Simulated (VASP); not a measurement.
CdS, 2 atoms in the cell. Symmetry: I-4m2, No. 119, tetragonal system. The conventional cell has a = 4.115 Å, b = 4.115 Å, c = 5.963 Å, α = 90.00°, β = 90.00°, γ = 90.00°. Cd (site symmetry -4m2) has 4 S at 2.54 Å within 3.4 Å. S (site symmetry -4m2) has 4 Cd at 2.54 Å within 3.4 Å.  This cell differs from its parent crystal: epitaxial xy strain -1.0%.

- Program: VASP 6.6.1
- Task: single point
- Functional: PBE
- Potentials or basis: VASP PAW PBE potentials, release 64 (Cd, S)
- Cutoff: 520 eV
- k mesh: 4 × 4 × 4
- Occupations: gaussian, width 0.01 eV
- Spin: no spin polarisation
- Dipole correction: no
- Further INCAR settings: ALGO = Normal; EDIFF = 1e-06; NBANDS = 16

Potentials or basis: VASP PAW PBE potentials, release 64 (Cd, S).

The run is started by

```bash
$ cat potpaw_PBE.64/Cd/POTCAR potpaw_PBE.64/S/POTCAR > POTCAR
$ mpirun -np 1 vasp_std > vasp.out
```

Hardware: 1 thread of AMD EPYC 7R13 (shared host).

How long does it take, and how much memory?

Run time: 22 s on 1 thread of AMD EPYC 7R13 (shared host), peak memory 0.15 GiB. Counts: scf iterations 14, k points 13.
